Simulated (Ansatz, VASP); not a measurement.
Y: VASP beside Ansatz

```
CELL_PARAMETERS angstrom
0.00000 2.68380 2.48500
2.68380 0.00000 2.48500
2.68380 2.68380 0.00000
ATOMIC_POSITIONS crystal
Y 0.00000 0.00000 0.00000
```

Change from the starting cell: strain +0.080 along x and y, +0.000 along z, atoms carried along.

Alike in both runs: task single point; functional PBEsol; k mesh 16 × 16 × 16; occupations gaussian, width 0.15 eV; no spin polarisation.

|  | VASP | Ansatz |
| --- | --- | --- |
| version | VASP 6.6.1 | Ansatz 0.2.0 |
| potentials or method | VASP PAW PBE potentials, release 64 (Y_sv), cutoff 520 eV | scalar-relativistic, plane waves, PAW |
| valence electrons in the cell | 11 | 11 |

VASP gave:

- gap on the k mesh at the Fermi level (eV): none
- pressure (GPa): -4.9
- traceless stress, the component that is largest in VASP (GPa): 1.11

Problem. Which values does Ansatz return?

Solution. gap on the k mesh at the Fermi level (eV): none; pressure (GPa): -4.9; traceless stress, the component that is largest in VASP (GPa): 1.10.

VASP's potentials were made for PBE, not for PBEsol. A gap of «none» marks a metal or a gap that the smearing closes.
